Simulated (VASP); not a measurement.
# C (P6_3/mmc) in VASP: notebook, part 2 of 2

VASP 6.6.1. The steps go on from the part before.

### 4 Relaxation of the atoms, PBEsol (strained cell)

Input file INCAR:

```
SYSTEM = C
PREC = Accurate
ENCUT = 520
EDIFF = 1E-6
ISMEAR = 0
SIGMA = 0.02
LREAL = .FALSE.
LASPH = .TRUE.
NELM = 80
ALGO = Normal
ISIF = 2
LWAVE = .FALSE.
LCHARG = .FALSE.
GGA = PS
IBRION = 2
NSW = 60
EDIFFG = -0.002
```

Input file KPOINTS:

```
regular mesh
0
G
  9 9 6
  0 0 0
```

Input file POSCAR:

```
C
1.0
    2.4530819193      0.0000000000      0.0000000000
   -1.2265409596      2.1244312597      0.0000000000
    0.0000000000      0.0000000000      4.1189829190
C
4
Direct
    0.3333333333      0.6666666667     -0.0002906147
    0.6666666667      0.3333333333      0.4997093853
    0.3333333333      0.6666666667      0.3742906147
    0.6666666667      0.3333333333      0.8742906147
```

Started as:

```console
$ cat potpaw_PBE.64/C/POTCAR > POTCAR
$ mpirun -np 1 vasp_std > vasp.out
```

It took 37 s on 1 thread of AMD EPYC 7R13, shared host; peak memory 0.1 GiB.

The run converged. Its results:

| Property | Result |
| --- | --- |
| Free energy | -38.3186 eV |
| Energy gained by relaxing | 0.1 meV/atom |
| Ionic steps | 3 |
| Pressure after relaxing | 24.4 GPa |
| Band gap on the k mesh | 2.81 eV, indirect (least direct gap 5.07 eV) |

Stress tensor (GPa, compression positive):
```
28.27  0.00  0.00
 0.00 28.27  0.00
 0.00  0.00 16.59
```

Step by step:
```csv
step,energy change (eV),largest force (eV/Å),pressure (GPa)
1,0.0000,0.1322,24.47
2,0.0031,0.3751,24.18
3,-0.0004,0.0000,24.38
```

Final structure:
```
C
1.0
     2.45308    0.00000    0.00000
    -1.22654    2.12443    0.00000
     0.00000    0.00000    4.11898
C
4
Cartesian
  0.0000 1.4163 0.0005
  1.2265 0.7081 2.0600
  0.0000 1.4163 1.5400
  1.2265 0.7081 3.5995
```

Levels at points of the mesh, in eV from the valence-band top:
| k point | band 6 | band 7 | band 8 | band 9 | band 10 | band 11 |
| --- | --- | --- | --- | --- | --- | --- |
| (0.00, 0.00, 0.00) | -0.62 | 0.00 | 0.00 | 5.07 | 5.07 | 5.20 |
| (0.00, 0.00, 0.50) | -1.92 | -1.92 | -1.92 | 7.43 | 7.43 | 7.43 |

Caveat: the cell differs from its parent crystal (strained cell); the PAW data sets were made with another functional, which shifts forces and pressure a little. A k mesh can miss the band edges.

### 5 Relaxation of the atoms, PBEsol (strained cell)

Input file INCAR:

```
SYSTEM = C
  PREC = Accurate
  ENCUT = 520
  EDIFF = 1E-6
  ISMEAR = 0
  SIGMA = 0.02
  LREAL = .False.
  LASPH = .True.
  NELM = 60
  ALGO = Normal
  ISIF = 2
  LWAVE = .False.
  LCHARG = .False.
  GGA = PS
  IBRION = 2
  NSW = 60
  EDIFFG = -0.002
```

Input file KPOINTS:

```
Automatic mesh
0
Gamma
  9 9 6
  0 0 0
```

Input file POSCAR:

```
C
1.0
    2.4995760127      0.0000000000      0.0000000000
   -1.2497880063      2.1646963257      0.0000000000
    0.0000000000      0.0000000000      4.1189829190
C
4
Direct
    0.3333333333      0.6666666667      0.0000930360
    0.6666666667      0.3333333333      0.5000930360
    0.3333333333      0.6666666667      0.3739069640
    0.6666666667      0.3333333333      0.8739069640
```

Potentials or basis: VASP PAW PBE potentials, release 64 (C).

Started as:

```console
$ cat potpaw_PBE.64/C/POTCAR > POTCAR
$ mpirun -np 1 vasp_std > vasp.out
```

OUTCAR:

```text
SYSTEM = C
   PREC = Accurate
   ENCUT = 520
   EDIFF = 1E-6
   ISMEAR = 0
   LREAL = .False.
   LASPH = .True.
   NELM = 60
   ISIF = 2
   GGA = PS
   IBRION = 2
   NSW = 60
   EDIFFG = -0.002

 ion  position               nearest neighbor table
   1  0.333  0.667  0.000-   4 1.53   4 1.53   4 1.53   3 1.54
   2  0.667  0.333  0.500-   3 1.53   3 1.53   3 1.53   4 1.54
   3  0.333  0.667  0.374-   2 1.53   2 1.53   2 1.53   1 1.54
   4  0.667  0.333  0.874-   1 1.53   1 1.53   1 1.53   2 1.54

  LATTYP: Found a hexagonal cell.
 ALAT       =     2.4995760127
 C/A-ratio  =     1.6478726384

  Lattice vectors:

 A1 = (   2.4995760127,   0.0000000000,   0.0000000000)
 A2 = (  -1.2497880063,   2.1646963257,   0.0000000000)
 A3 = (   0.0000000000,   0.0000000000,   4.1189829190)

Analysis of symmetry for initial positions (statically):
=====================================================================
 Subroutine PRICEL returns:
 Original cell was already a primitive cell.

 Routine SETGRP: Setting up the symmetry group for a
 hexagonal supercell.

 Subroutine GETGRP returns: Found 24 space group operations
 (whereof  6 operations were pure point group operations)
 out of a pool of 24 trial point group operations.

The static configuration has the point symmetry C_3v.
 The point group associated with its full space group is D_6h.

Analysis of symmetry for dynamics (positions and initial velocities):
=====================================================================
 Subroutine PRICEL returns:
 Original cell was already a primitive cell.

 Routine SETGRP: Setting up the symmetry group for a
 hexagonal supercell.

 Subroutine GETGRP returns: Found 24 space group operations
 (whereof  6 operations were pure point group operations)
 out of a pool of 24 trial point group operations.

[... 136 lines left out ...]
 conjugate gradient relaxation of ions
 non-spin polarized calculation
 Gauss-broadening in eV      SIGMA  =   0.02
  energy-cutoff  :      520.00
  volume of cell :       22.29
 maximum number of plane-waves:       616
 NGX is ok and might be reduce to    20
   NGX =  9   NGY =  9   NGZ = 15

--------------------------------------- Ionic step        1  -------------------------------------------

 number of electron      16.0000000 magnetization

 Free energy of the ion-electron system (eV)
  ---------------------------------------------------
  ext. energy  EPLUGINS =         0.00000000
  ---------------------------------------------------
  free energy    TOTEN  =       -38.39211845 eV

  energy without entropy =      -38.39211845  energy(sigma->0) =      -38.39211845

------------------------ aborting loop because EDIFF is reached ----------------------------------------

  FORCE on cell =-STRESS in cart. coord.  units (eV):
  Direction    XX          YY          ZZ          XY          YZ          ZX
  --------------------------------------------------------------------------------------
  -------------------------------------------------------------------------------------
  Total        0.1169450      0.1169450      2.1087800      0.0000000     -0.0000000      0.0000000
  in kB        8.4069574      8.4069574    151.5962786      0.0000000     -0.0000000      0.0000000
  external PRESSURE =      56.1367311 kB  Pullay stress =       0.0000000 kB
[... 63 lines left out ...]
--------------------------------------- Ionic step        3  -------------------------------------------

 number of electron      16.0000000 magnetization

 Free energy of the ion-electron system (eV)
  ---------------------------------------------------
  ext. energy  EPLUGINS =         0.00000000
  ---------------------------------------------------
  free energy    TOTEN  =       -38.39243388 eV

  energy without entropy =      -38.39243388  energy(sigma->0) =      -38.39243388

 E-fermi :  10.4177     XC(G=0): -13.5134

 val. band max:       10.2814700407   @ k =   0.0000   0.0000   0.0000
 cond. band min:      13.3091030555   @ k =   0.3333   0.3333   0.0000
 fundamental gap:      3.0276330148
 Fermi energy:        10.4177365092

 k-point     1 :       0.0000    0.0000    0.0000
  band No.  band energies     occupation
      1     -11.8158      2.00000
      2      -5.9401      2.00000
      3      -3.7371      2.00000
      4       7.0150      2.00000
      5       7.0150      2.00000
      6       9.7710      2.00000
      7      10.2815      2.00000
      8      10.2815      2.00000
      9      15.0875      0.00000
     10      15.0875      0.00000
     11      15.8843      0.00000
     12      18.3423      0.00000
[... 331 lines left out ...]
 k-point    24 :       0.3333    0.3333    0.1667
  band No.  band energies     occupation
      1      -4.4203      2.00000
      2      -4.4203      2.00000
      3      -0.9942      2.00000
      4      -0.3320      2.00000
      5      -0.3320      2.00000
      6       2.6690      2.00000
      7       3.8415      2.00000
      8       3.8415      2.00000
      9      14.1863      0.00000
     10      20.9332      0.00000
     11      20.9332      0.00000
     12      22.7559      0.00000

 [... further k-points ...]
[... 5 lines left out ...]
  --------------------------------------------------------------------------------------
  -------------------------------------------------------------------------------------
  Total        0.1299819      0.1299819      2.0906242      0.0000000      0.0000000      0.0000000
  in kB        9.3441602      9.3441602    150.2910918      0.0000000      0.0000000      0.0000000
  external PRESSURE =      56.3264707 kB  Pullay stress =       0.0000000 kB
[... 19 lines left out ...]
  FREE ENERGIE OF THE ION-ELECTRON SYSTEM (eV)
  ---------------------------------------------------
  free  energy   TOTEN  =       -38.3924338828 eV

  energy  without entropy=      -38.3924338828  energy(sigma->0) =      -38.39243388

 reached required accuracy - stopping structural energy minimisation
```

Wall time 41 s (1 thread of AMD EPYC 7R13, shared host); peak memory 0.1 GiB.

What came out:

* Free energy: -38.3924 eV
* Energy gained by relaxing: 0.1 meV/atom
* Ionic steps: 3
* Pressure after relaxing: 5.6 GPa
* Band gap on the k mesh: 3.03 eV, indirect (least direct gap 4.81 eV)

Step by step:
```tsv
step	energy change (eV)	largest force (eV/Å)	pressure (GPa)
1	0.0000	0.1102	5.61
2	0.0020	0.2924	5.72
3	-0.0003	0.0003	5.63
```

Final structure:
```
CELL_PARAMETERS angstrom
2.49958 0.00000 0.00000
-1.24979 2.16470 0.00000
0.00000 0.00000 4.11898
ATOMIC_POSITIONS crystal
C 0.33333 0.66667 0.99974
C 0.66667 0.33333 0.49974
C 0.33333 0.66667 0.37426
C 0.66667 0.33333 0.87426
```

Caveat: the cell differs from its parent crystal (strained cell); the PAW data sets were made with another functional, which shifts forces and pressure a little.

### 6 The runs side by side

```csv
task,cell,gap on the mesh (eV),pressure (GPa)
single point,"a = 2.499, b = 2.499, c = 4.119 Å, angles 90.0, 90.0, 120.0°, 4 atoms",3.03,5.8
relaxation of the atoms,"atoms relaxed from a = 2.453, b = 2.453, c = 4.119 Å, angles 90.0, 90.0, 120.0°, 4 atoms",2.81,24.4
relaxation of the atoms,"atoms relaxed from a = 2.500, b = 2.500, c = 4.119 Å, angles 90.0, 90.0, 120.0°, 4 atoms",3.03,5.6
```

Alike in all rows: level PBEsol; potentials or basis VASP PAW PBE potentials, release 64 (C); no spin polarisation; k mesh 9 × 9 × 6; cutoff (eV) 520; smearing gaussian 0.02 eV.

Caveats: the PAW data sets were made with another functional, which shifts forces and pressure a little.

Total energies depend on the potentials used, so only differences within one code and one set of settings carry meaning.
